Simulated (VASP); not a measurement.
A run of VASP 6.6.1:

INCAR

```
SYSTEM = CaCu2S2
PREC = Accurate
ENCUT = 520
EDIFF = 1E-6
ISMEAR = 0
SIGMA = 0.01
LREAL = .FALSE.
LASPH = .TRUE.
NELM = 100
ALGO = Normal
ISIF = 2
LWAVE = .FALSE.
LCHARG = .FALSE.
GGA = PE
NBANDS = 30
```

KPOINTS

```
Automatic mesh
0
G
  6 6 4
  0 0 0
```

The input POSCAR:

```
CaCu2S2
1.0
    3.9400000000      0.0000000000      0.0000000000
   -1.9700000000      3.4121400900      0.0000000000
    0.0000000000      0.0000000000      6.5230000000
Ca Cu S
1 2 2
Direct
    0.0000000000      0.0000000000      0.0000000000
    0.3333333333      0.6666666667      0.3764900000
    0.6666666667      0.3333333333      0.6235100000
    0.3333333333      0.6666666667      0.7463000000
    0.6666666667      0.3333333333      0.2537000000
```

Potentials or basis: VASP PAW PBE potentials, release 64 (Ca_sv, Cu, S).

The run is started by

```sh
$ cat potpaw_PBE.64/Ca_sv/POTCAR potpaw_PBE.64/Cu/POTCAR potpaw_PBE.64/S/POTCAR > POTCAR
$ mpirun -np 1 vasp_std > vasp.out
```

Hardware: 1 thread of AMD EPYC 7R43 64-Core Processor (Zen 3) (shared host).

Estimate the wall time of this run.

Run time: 99 s on 1 thread of AMD EPYC 7R43 64-Core Processor (Zen 3), with other jobs on the host, peak memory 0.2 GiB. Counts: scf iterations 16, k points 24.
